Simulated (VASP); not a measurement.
# Sr2ZnPd6W (Fm-3m) in VASP: single point with r2SCAN

Aim: the single point of Sr2ZnPd6W with r2SCAN.

Everything below comes from runs of VASP 6.6.1. Logs are shortened: lines on timing, memory, paths and dates and some standing lists are left out, and cuts for length are marked.

### 1 The cell of the first run

The structure is cubic, space group Fm-3m (No. 225). Conventional cell: a = 8.871 Å, b = 8.871 Å, c = 8.871 Å, α = 90.00°, β = 90.00°, γ = 90.00°. Zn (site symmetry m-3m) has 6 Pd at 2.17 Å within 2.9 Å. W (site symmetry m-3m) has 6 Pd at 2.27 Å within 3.0 Å. Within 2.9 Å of Pd (site symmetry 4mm) lie 1 Zn at 2.17 Å and 1 W at 2.27 Å. Within 4.1 Å of Sr (site symmetry -43m) lie 12 Pd at 3.14 Å and 4 Zn at 3.84 Å and 4 W at 3.84 Å.

### 2 Single point, r2SCAN

File POSCAR:

```
Sr2ZnPd6W
1.0
    0.0000000000      4.4356910000      4.4356910000
    4.4356910000      0.0000000000      4.4356910000
    4.4356910000      4.4356910000      0.0000000000
Zn W Pd Sr
1 1 6 2
Direct
    0.5000000000      0.5000000000      0.5000000000
    0.0000000000      0.0000000000      0.0000000000
    0.7441537113      0.2558462887      0.2558462887
    0.2558462887      0.7441537113      0.2558462887
    0.2558462887      0.7441537113      0.7441537113
    0.7441537113      0.2558462887      0.7441537113
    0.2558462887      0.2558462887      0.7441537113
    0.7441537113      0.7441537113      0.2558462887
    0.2500000000      0.2500000000      0.2500000000
    0.7500000000      0.7500000000      0.7500000000
```

File INCAR.step1:

```
PREC = Accurate ; ENCUT = 520
ISMEAR = -1 ; SIGMA = 0.0392
LREAL = F ; LASPH = T
NELM = 60 ; NBANDS = 64
GGA = PE ; ALGO = Normal
EDIFF = 1E-4 ; LWAVE = T
LCHARG = F
```

File INCAR.step2:

```
PREC = Accurate ; ENCUT = 520
EDIFF = 1E-6 ; ISMEAR = -1
SIGMA = 0.0392 ; LREAL = F
LASPH = T ; NELM = 60
ALGO = Normal ; ISIF = 2
LWAVE = F ; LCHARG = F
METAGGA = R2SCAN ; LMIXTAU = T
NBANDS = 64 ; ISTART = 1
```

File KPOINTS:

```
Automatic mesh
0
Gamma
  7 7 7
```

Potentials or basis: VASP PAW PBE potentials, release 64 (Zn, W_sv, Pd, Sr_sv).

Started as:

```sh
cat potpaw_PBE.64/Zn/POTCAR potpaw_PBE.64/W_sv/POTCAR potpaw_PBE.64/Pd/POTCAR potpaw_PBE.64/Sr_sv/POTCAR > POTCAR
cp INCAR.step1 INCAR
mpirun -np 1 vasp_std > vasp.out
cp INCAR.step2 INCAR
mpirun -np 1 vasp_std > vasp.out
```

OUTCAR:

```text
PREC = Accurate
   ENCUT = 520
   EDIFF = 1E-6
   ISMEAR = -1
   LREAL = F
   LASPH = T
   NELM = 60
   ISIF = 2
   METAGGA = R2SCAN
   ISTART = 1

 ion  position               nearest neighbor table
   1  0.500  0.500  0.500-   3 2.17   4 2.17   5 2.17   6 2.17   7 2.17   8 2.17   9 3.84   9 3.84
                             9 3.84   9 3.84  10 3.84  10 3.84  10 3.84  10 3.84
   2  0.000  0.000  0.000-   3 2.27   4 2.27   5 2.27   6 2.27   7 2.27   8 2.27  10 3.84  10 3.84
                            10 3.84   9 3.84  10 3.84   9 3.84   9 3.84   9 3.84
   3  0.744  0.256  0.256-   1 2.17   2 2.27   4 3.06   6 3.06   7 3.06   8 3.06   9 3.14   9 3.14
                            10 3.14  10 3.14   6 3.21   4 3.21   8 3.21   7 3.21
   4  0.256  0.744  0.256-   1 2.17   2 2.27   3 3.06   5 3.06   7 3.06   8 3.06   9 3.14   9 3.14
                            10 3.14  10 3.14   7 3.21   3 3.21   8 3.21   5 3.21
   5  0.256  0.744  0.744-   1 2.17   2 2.27   4 3.06   6 3.06   7 3.06   8 3.06   9 3.14   9 3.14
                            10 3.14  10 3.14   4 3.21   6 3.21   8 3.21   7 3.21
   6  0.744  0.256  0.744-   1 2.17   2 2.27   3 3.06   5 3.06   7 3.06   8 3.06   9 3.14   9 3.14
                            10 3.14  10 3.14   7 3.21   5 3.21   8 3.21   3 3.21
   7  0.256  0.256  0.744-   1 2.17   2 2.27   3 3.06   4 3.06   5 3.06   6 3.06   9 3.14   9 3.14
                            10 3.14  10 3.14   4 3.21   3 3.21   6 3.21   5 3.21
   8  0.744  0.744  0.256-   1 2.17   2 2.27   3 3.06   4 3.06   5 3.06   6 3.06   9 3.14   9 3.14
                            10 3.14  10 3.14   5 3.21   3 3.21   4 3.21   6 3.21
   9  0.250  0.250  0.250-   3 3.14   4 3.14   7 3.14   5 3.14   6 3.14   7 3.14   4 3.14   5 3.14
                             8 3.14   3 3.14   6 3.14   8 3.14   1 3.84   2 3.84   2 3.84   1 3.84
  10  0.750  0.750  0.750-   4 3.14   5 3.14   7 3.14   3 3.14   6 3.14   7 3.14   3 3.14   4 3.14
                             8 3.14   5 3.14   6 3.14   8 3.14   1 3.84   2 3.84   1 3.84   1 3.84

  LATTYP: Found a face centered cubic cell.
 ALAT       =     8.8713820000

  Lattice vectors:

 A1 = (   0.0000000000,   4.4356910000,   4.4356910000)
 A2 = (   4.4356910000,   0.0000000000,   4.4356910000)
 A3 = (   4.4356910000,   4.4356910000,   0.0000000000)

Analysis of symmetry for initial positions (statically):
=====================================================================
 Subroutine PRICEL returns:
 Original cell was already a primitive cell.

 Routine SETGRP: Setting up the symmetry group for a
 face centered cubic supercell.

 Subroutine GETGRP returns: Found 48 space group operations
 (whereof 48 operations were pure point group operations)
 out of a pool of 48 trial point group operations.

The static configuration has the point symmetry O_h .

Analysis of symmetry for dynamics (positions and initial velocities):
=====================================================================
 Subroutine PRICEL returns:
 Original cell was already a primitive cell.

 Routine SETGRP: Setting up the symmetry group for a
 face centered cubic supercell.

 Subroutine GETGRP returns: Found 48 space group operations
 (whereof 48 operations were pure point group operations)
 out of a pool of 48 trial point group operations.

The dynamic configuration has the point symmetry O_h .

 Subroutine INISYM returns: Found 48 space group operations
 (whereof 48 operations are pure point group operations),
 and found     1 'primitive' translations

----------------------------------------------------------------------------------------

                                     Primitive cell

  volume of cell :     174.5476

  direct lattice vectors                    reciprocal lattice vectors
     0.000000000  4.435691000  4.435691000    -0.112722009  0.112722009  0.112722009
     4.435691000  0.000000000  4.435691000     0.112722009 -0.112722009  0.112722009
     4.435691000  4.435691000  0.000000000     0.112722009  0.112722009 -0.112722009

  length of vectors
     6.273014371  6.273014371  6.273014371     0.195240246  0.195240246  0.195240246

  position of ions in fractional coordinates (direct lattice)
     0.500000000  0.500000000  0.500000000
     0.000000000  0.000000000  0.000000000
     0.744153711  0.255846289  0.255846289
     0.255846289  0.744153711  0.255846289
     0.255846289  0.744153711  0.744153711
     0.744153711  0.255846289  0.744153711
     0.255846289  0.255846289  0.744153711
     0.744153711  0.744153711  0.255846289
     0.250000000  0.250000000  0.250000000
     0.750000000  0.750000000  0.750000000

  ion indices of the primitive-cell ions
   primitive index   ion index
                 1           1
                 2           2
                 3           3
                 4           4
                 5           5
                 6           6
                 7           7
                 8           8
                 9           9
                10          10

----------------------------------------------------------------------------------------

 KPOINTS: Automatic mesh

Automatic generation of k-mesh.
 Grid dimensions read from file:
 generate k-points for:    7    7    7

 Generating k-lattice:

  Cartesian coordinates                     Fractional coordinates (reciprocal lattice)
    -0.016103144  0.016103144  0.016103144     0.142857143  0.000000000  0.000000000
     0.016103144 -0.016103144  0.016103144     0.000000000  0.142857143  0.000000000
     0.016103144  0.016103144 -0.016103144     0.000000000  0.000000000  0.142857143

  Length of vectors
     0.027891464  0.027891464  0.027891464

  Shift w.r.t. Gamma in fractional coordinates (k-lattice)
     0.000000000  0.000000000  0.000000000

 Subroutine IBZKPT returns following result:
 ===========================================

 Found     20 irreducible k-points:

 Following reciprocal coordinates:
            Coordinates               Weight
  0.000000  0.000000  0.000000      1.000000
  0.142857  0.000000  0.000000      8.000000
  0.285714  0.000000  0.000000      8.000000
  0.428571  0.000000  0.000000      8.000000
  0.142857  0.142857  0.000000      6.000000
  0.285714  0.142857  0.000000     24.000000
[... 12 lines left out ...]
 -0.428571  0.428571  0.142857     24.000000
 -0.285714  0.428571  0.142857     24.000000
   k-points           NKPTS =     20   k-points in BZ     NKDIM =     20   number of bands    NBANDS=     64
   number of dos      NEDOS =    301   number of ions     NIONS =     10
   total plane-waves  NPLWV = 110592
   dimension x,y,z NGX =    48 NGY =   48 NGZ =   48
   dimension x,y,z NGXF=    96 NGYF=   96 NGZF=   96
   ions per type =               1   1   6   2
   NGX,Y,Z   is equivalent  to a cutoff of  12.72, 12.72, 12.72 a.u.
   NGXF,Y,Z  is equivalent  to a cutoff of  25.44, 25.44, 25.44 a.u.
 SYSTEM =  unknown system
   PREC   = accura    normal or accurate (medium, high low for compatibility)
   ISTART =      1    job   : 0-new  1-cont  2-samecut
   ICHARG =      0    charge: 1-file 2-atom 10-const
   ISPIN  =      1    spin polarized calculation?
   LNONCOLLINEAR =      F non collinear calculations
   LSORBIT =      F    spin-orbit coupling
   LASPH  =      T    aspherical Exc in radial PAW
   ENCUT  =  520.0 eV  38.22 Ry    6.18 a.u.  11.66 11.66 11.66*2*pi/ulx,y,z
   NELM   =     60;   NELMIN=  2; NELMDL=  0     # of ELM steps
   EDIFF  = 0.1E-05   stopping-criterion for ELM
   LREAL  =      F    real-space projection
   EDIFFG = 0.1E-04   stopping-criterion for IOM
   NSW    =      0    number of steps for IOM
   IBRION =     -1    ionic relax: 0-MD 1-quasi-New 2-CG
   NFREE  =      0    steps in history (QN), initial steepest desc. (CG)
   ISIF   =      2    stress and relaxation
   ISYM   =      2    0-nonsym 1-usesym 2-fastsym
   POTIM  = 0.5000    time-step for ionic-motion
   TEBEG  =    0.0;   TEEND  =   0.0 temperature during run
   PSTRESS=    0.0 pullay stress
   NELECT =     106.0000    total number of electrons
   NUPDOWN=      -1.0000    fix difference up-down
   EMIN   =  10.00;   EMAX   =-10.00  energy-range for DOS
   EFERMI =   0.00;   METHOD = LEGACY
   ISMEAR =    -1;   SIGMA  =   0.04  broadening in eV -4-tet -1-fermi 0-gaus
   EFERMI_NEDOS =   21; number of points for ismear=-14 and -15
   IALGO  =     38    algorithm
   IMIX   =      4    mixing-type and parameters
     AMIX     =   0.40;   BMIX     =  1.00
     AMIX_MAG =   1.60;   BMIX_MAG =  1.00
  volume/ion in A,a.u.               =      17.45       117.79
  Fermi-wavevector in a.u.,A,eV,Ry     =   1.386348  2.619817 26.149853  1.921960
  Thomas-Fermi vector in A             =   2.510672
   LORBIT       =      0    0 simple, 1 ext, 2 COOP (PROOUT), +10 PAW based schemes
   METAGGA = R2SCAN    functional components
   LHFCALC =     F    Hartree Fock is set to
   AEXX    =    0.0000 exact exchange contribution
   IVDW    =     0    specifies the selected vdW correction
   LEPSILON=     F    determine dielectric tensor
   LRPA    =     F    only Hartree local field effects (RPA)
 non-spin polarized calculation
  energy-cutoff  :      520.00
  volume of cell :      174.55
 maximum number of plane-waves:      4729
   NGX = 23   NGY = 23   NGZ = 23

 number of electron     106.0000001 magnetization

 Free energy of the ion-electron system (eV)
  ---------------------------------------------------
  ext. energy  EPLUGINS =         0.00000000
  ---------------------------------------------------
  free energy    TOTEN  =      -223.39334758 eV

  energy without entropy =     -223.36486471  energy(sigma->0) =     -223.37910615

 E-fermi :   8.1417     XC(G=0): -12.7151

 val. band max:        8.1410965839   @ k =   0.1429   0.0000   0.0000
 cond. band min:       8.1448228044   @ k =   0.2857   0.0000   0.0000
 fundamental gap:      0.0037262205
 Fermi energy:         8.1417112597

 k-point     1 :       0.0000    0.0000    0.0000
  band No.  band energies     occupation
      1     -68.5568      2.00000
      2     -32.3771      2.00000
      3     -32.3771      2.00000
      4     -32.3771      2.00000
      5     -28.2066      2.00000
      6     -28.1964      2.00000
[... 1329 lines left out ...]
     63      12.0487      0.00000
     64      12.8909      0.00000

------------------------ aborting loop because EDIFF is reached ----------------------------------------

  FORCE on cell =-STRESS in cart. coord.  units (eV):
  Direction    XX          YY          ZZ          XY          YZ          ZX
  --------------------------------------------------------------------------------------
  -------------------------------------------------------------------------------------
  Total       40.9182097     40.9182097     40.9182097      0.0000000      0.0000000     -0.0000000
  in kB      375.5894257    375.5894257    375.5894257      0.0000000      0.0000000     -0.0000000
  external PRESSURE =     375.5894257 kB  Pullay stress =       0.0000000 kB

 VOLUME and BASIS-vectors are now :
 -----------------------------------------------------------------------------
  energy-cutoff  :      520.00
  volume of cell :      174.55
      direct lattice vectors                 reciprocal lattice vectors
     0.000000000  4.435691000  4.435691000    -0.112722009  0.112722009  0.112722009
     4.435691000  0.000000000  4.435691000     0.112722009 -0.112722009  0.112722009
     4.435691000  4.435691000  0.000000000     0.112722009  0.112722009 -0.112722009

 POSITION                                       TOTAL-FORCE (eV/Angst)
 -----------------------------------------------------------------------------------
      4.43569      4.43569      4.43569        -0.000000     -0.000000     -0.000000
      0.00000      0.00000      0.00000        -0.000000     -0.000000     -0.000000
      2.26971      4.43569      4.43569         0.126161     -0.000000     -0.000000
      4.43569      2.26971      4.43569        -0.000000      0.126161     -0.000000
      6.60167      4.43569      4.43569        -0.126161     -0.000000     -0.000000
      4.43569      6.60167      4.43569        -0.000000     -0.126161     -0.000000
      4.43569      4.43569      2.26971        -0.000000     -0.000000      0.126161
      4.43569      4.43569      6.60167        -0.000000     -0.000000     -0.126161
      2.21785      2.21785      2.21785         0.000000      0.000000      0.000000
      6.65354      6.65354      6.65354        -0.000000     -0.000000     -0.000000
 -----------------------------------------------------------------------------------
    total drift:                               -0.000000     -0.000000     -0.000000

  FREE ENERGIE OF THE ION-ELECTRON SYSTEM (eV)
  ---------------------------------------------------
  free  energy   TOTEN  =      -223.3933475828 eV

  energy  without entropy=     -223.3648647132  energy(sigma->0) =     -223.37910615
```

It took 14 min on 1 thread of Oxide Virtual Turin-like, shared host; peak memory 0.47 GiB.

What came out:

| Property | Result |
| --- | --- |
| Free energy | -223.3933 eV |
| Pressure | 37.6 GPa |
| Largest force | 0.126 eV/Å |
| Band gap on the k mesh | zero (bands 53 and 54 overlap by 0.89 eV) |

Forces in eV/Å, atoms in the order of the input:
```
Zn   0.000  0.000  0.000
W    0.000  0.000  0.000
Pd   0.126  0.000  0.000
Pd   0.000  0.126  0.000
Pd  -0.126  0.000  0.000
Pd   0.000 -0.126  0.000
Pd   0.000  0.000  0.126
Pd   0.000  0.000 -0.126
Sr   0.000  0.000  0.000
Sr   0.000  0.000  0.000
```

Caveat: the cell stands under pressure; the PAW data sets were made with another functional, which shifts forces and pressure a little; spin-orbit coupling is left out, which moves the levels of the heavy elements.
